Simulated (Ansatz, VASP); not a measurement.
# Al3BP4: VASP beside Ansatz

INCAR

```
SYSTEM = Al3BP4
  PREC = Accurate
  ENCUT = 520
  EDIFF = 1E-6
  ISMEAR = 0
  SIGMA = 0.1
  LREAL = .FALSE.
  LASPH = .TRUE.
  NELM = 60
  ALGO = Normal
  ISIF = 2
  LWAVE = .FALSE.
  LCHARG = .TRUE.
  GGA = PE
  LELF = .TRUE.
  LVHAR = .TRUE.
  NBANDS = 26
```

File KPOINTS:

```
Automatic mesh
0
G
  6 4 4
  0 0 0
```

POSCAR

```
Al3BP4
1.0
    3.6248083400      0.0000000000      0.0000000000
    0.0000000000      7.2496166700      0.0000000000
    0.0000000000      0.0000000000      5.1262531100
Al B P
3 1 4
Direct
    0.0000000000      0.7500000000      0.0000000000
    0.0000000000      0.2500000000      0.0000000000
    0.5000000000      0.0000000000      0.5000000000
    0.5000000000      0.5000000000      0.5000000000
    0.5000000000      0.7500000000      0.7500000000
    0.0000000000      0.5000000000      0.2500000000
    0.5000000000      0.2500000000      0.7500000000
    0.0000000000      0.0000000000      0.2500000000
```

Input for Ansatz:

```yaml
crystal:
  lattice:
    - [3.62480834, 0.0, 0.0]
    - [0.0, 7.24961667, 0.0]
    - [0.0, 0.0, 5.12625311]
  atoms:
    - { symbol: Al, position: [0.0, 0.75, 0.0] }
    - { symbol: Al, position: [0.0, 0.25, 0.0] }
    - { symbol: Al, position: [0.5, 0.0, 0.5] }
    - { symbol: B, position: [0.5, 0.5, 0.5] }
    - { symbol: P, position: [0.5, 0.75, 0.75] }
    - { symbol: P, position: [0.0, 0.5, 0.25] }
    - { symbol: P, position: [0.5, 0.25, 0.75] }
    - { symbol: P, position: [0.0, 0.0, 0.25] }
basis:
  ecutwfc: 420
kpoints:
  mp_grid: { grid: [6, 4, 4] }
hamiltonian:
  xc: pbe
scf:
  occupations: { method: gaussian, width: 0.1 }
  lower_state_search: "off"
output:
  forces: true
  stress: true
  eigenvalues: true
```

Alike in both runs: task single point; functional PBE; k mesh 6 × 4 × 4; occupations gaussian, width 0.1 eV; no spin polarisation.

```csv
,VASP,Ansatz
version,VASP 6.6.1,Ansatz 0.2.0
potentials or method,"VASP PAW PBE potentials, release 64 (Al, B, P), cutoff 520 eV","scalar-relativistic, plane waves, PAW"
valence electrons in the cell,32,32
```

VASP gave:

| Property | Result |
| --- | --- |
| gap on the k mesh at the Fermi level (eV) | 1.29 |
| least direct gap on the mesh (eV) | 1.35 |
| pressure (GPa) | 14.1 |
| traceless stress, the component that is largest in VASP (GPa) | -0.28 |
| rms of the force components (eV/Å) | 1.261 |

Task: Estimate Ansatz's values.

Result: gap on the k mesh at the Fermi level (eV): 1.29; least direct gap on the mesh (eV): 1.35; pressure (GPa): 14.2; traceless stress, the component that is largest in VASP (GPa): -0.28; rms of the force components (eV/Å): 1.263.

Atom by atom the forces differ by 0.002 eV/Å (rms over components).
